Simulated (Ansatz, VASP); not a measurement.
**One calculation of Sb, two programs**

```
Sb
1.0
     3.35453    0.00000    0.00000
    -1.67727    2.90511    0.00000
     0.00000    0.00000    5.47016
Sb
2
Direct
  0.66667 0.33333 0.75000
  0.33333 0.66667 0.25000
```

Alike in both runs: task single point; functional PBE; k mesh 9 × 9 × 5; occupations gaussian, width 0.013 eV; no spin polarisation.

|  | VASP | Ansatz |
| --- | --- | --- |
| version | VASP 6.6.1 | Ansatz 0.2.0 |
| potentials or method | VASP PAW PBE potentials, release 64 (Sb) | Ansatz PAW |
| plane-wave cutoff (eV) | 520 | 420 |
| valence electrons in the cell | 10 | 30 |

VASP gave:

- gap on the k mesh at the Fermi level (eV): none
- pressure (GPa): 1.4
- traceless stress, the component that is largest in VASP (GPa): 0.54

What did Ansatz give for the same quantities?

gap on the k mesh at the Fermi level (eV): none; pressure (GPa): 1.5; traceless stress, the component that is largest in VASP (GPa): 0.50.

A gap of «none» marks a metal or a gap that the smearing closes. VASP's potentials hold 10 valence electrons a cell and Ansatz's 30, so a difference there can come from the potentials and not from the codes.

Neither program's run includes spin-orbit coupling.
